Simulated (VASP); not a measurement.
Write the native input for VASP 6.6.1 that does the following.

| Property | Result |
| --- | --- |
| Task | relaxation of cell and atoms |
| Functional | LDA |
| Potentials or basis | VASP PAW LDA potentials, release 64 (Cs_sv, Pt) |
| Cutoff | 600 eV |
| k mesh | 4 × 4 × 4 |
| Occupations | methfessel-paxton, width 0.05 eV |
| Spin | no spin polarisation |
| Dipole correction | no |
| Further INCAR settings | ALGO = Normal; EDIFF = 1e-07; IBRION = 2; EDIFFG = -0.01; NSW = 60; ISIF = 3 |

The structure of Cs3Pt lies in POSCAR:

```
Cs3Pt
1.0
    5.7776530000      0.0000000000      0.0000000000
    0.0000000000      5.7776530000      0.0000000000
    0.0000000000      0.0000000000      5.7776530000
Cs Pt
3 1
Direct
    0.0000000000      0.0000000000      0.5000000000
    0.0000000000      0.5000000000      0.0000000000
    0.5000000000      0.0000000000      0.0000000000
    0.5000000000      0.5000000000      0.5000000000
```

These files were run (other wordings do the same):

INCAR

```
SYSTEM = Cs3Pt
  ALGO = Normal
  EDIFF = 1E-7
  EDIFFG = -0.01
  ENCUT = 600
  GGA = CA
  IBRION = 2
  ISIF = 3
  ISMEAR = 1
  LASPH = .TRUE.
  LCHARG = .FALSE.
  LREAL = .FALSE.
  LWAVE = .FALSE.
  NELM = 100
  NSW = 60
  PREC = Accurate
  SIGMA = 0.05
```

KPOINTS

```
k-points
0
G
  4 4 4
  0 0 0
```

Potentials or basis: VASP PAW LDA potentials, release 64 (Cs_sv, Pt).

Run with:

```bash
$ cat potpaw_LDA.64/Cs_sv/POTCAR potpaw_LDA.64/Pt/POTCAR > POTCAR
$ mpirun -np 1 vasp_std > vasp.out
```

Results of the run:

The relaxed volume is 36.07 Å³/atom and the relaxed cell is a = 5.245 Å, b = 5.245 Å, c = 5.245 Å, α = 90.00°, β = 90.00°, γ = 90.00°. The space group after relaxing (to 0.1 Å) is Pm-3m (No. 221) and the energy gained by relaxing is 121.2 meV/atom. The ionic steps are 5 and the pressure after relaxing is 0.0 GPa. The band gap on the k mesh is zero (an odd number of electrons rules out a gap without spin polarisation).

Caveat: the volume moved by over 15 % at a fixed basis, so the end points are rough; spin-orbit coupling is left out, which moves the levels of the heavy elements.

Run time: 5.8 min on 1 thread of Intel Xeon 8259CL, with other jobs on the host, peak memory 0.29 GiB.
